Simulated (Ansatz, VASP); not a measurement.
## Ge in VASP and in Ansatz

INCAR

```
SYSTEM = Ge
ALGO     = Normal         ! electronic algorithm
EDIFF    = 1E-6           ! SCF threshold, eV
EDIFFG   = -0.01          ! ionic threshold
ENCUT    = 600            ! plane-wave cutoff, eV
GGA      = RP             ! functional
IBRION   = 2              ! ionic algorithm
ISIF     = 3              ! what is computed and relaxed
ISMEAR   = -1             ! smearing method
LASPH    = .True.         ! aspherical terms in the spheres
LCHARG   = .False.        ! write CHGCAR
LREAL    = .False.        ! projectors in reciprocal space
LWAVE    = .False.        ! write WAVECAR
NELM     = 60             ! most SCF steps
NSW      = 80             ! ionic steps
PREC     = Accurate       ! precision mode
SIGMA    = 0.1            ! smearing width, eV
```

KPOINTS

```
k-points
0
Gamma
  12 12 7
  0 0 0
```

The input POSCAR:

```
Ge
1.0
    3.0076538696      0.0000000000      0.0000000000
   -1.5038269348      2.6047046568      0.0000000000
    0.0000000000      0.0000000000      4.9114987690
Ge
2
Direct
    0.3333333333      0.6666666667      0.2500000000
    0.6666666667      0.3333333333      0.7500000000
```

Input for Ansatz:

```yaml
crystal:
  lattice:
    - [3.0076538696, 0.0, 0.0]
    - [-1.5038269348, 2.6047046568, 0.0]
    - [0.0, 0.0, 4.911498769]
  atoms:
    - { symbol: Ge, position: [0.3333333333, 0.6666666667, 0.25] }
    - { symbol: Ge, position: [0.6666666667, 0.3333333333, 0.75] }
hamiltonian:
  xc: rpbe
  pseudopotentials:
    kind: paw
    azcp:
      Ge: "pseudopotentials/Ge.paw.azcp"
basis:
  ecutwfc: 420
  fft_grid_basis: typed
kpoints:
  mp_grid: { grid: [12, 12, 7], shift: [0, 0, 0] }
magnetization:
  spin_polarized: false
scf:
  occupations: { method: fermi_dirac, width: 0.1 }
relax:
  max_steps: 60
  f_tol: 0.01
  cell: {}
output:
  write_density: true
  write_potential: true
  elf: true
  volumetric_format: npy
```

Alike in both runs: task relaxation of cell and atoms; functional RPBE; k mesh 12 × 12 × 7; occupations fermi-dirac, width 0.1 eV; no spin polarisation.

```csv
,VASP,Ansatz
version,VASP 6.6.1,Ansatz 0.2.0
potentials or method,"VASP PAW PBE potentials, release 64 (Ge_d), cutoff 600 eV","plane waves (420 eV) with PAW, scalar-relativistic"
valence electrons in the cell,28,28
```

|  | VASP | Ansatz | Ansatz less VASP |
| --- | --- | --- | --- |
| relaxed volume (Å³/atom) | 19.87 | 19.84 | -0.028 |
| relaxed cell length with the largest relative difference (Å) | 3.094 | 3.093 | -0.0019 |

VASP's potentials were made for PBE, not for RPBE.
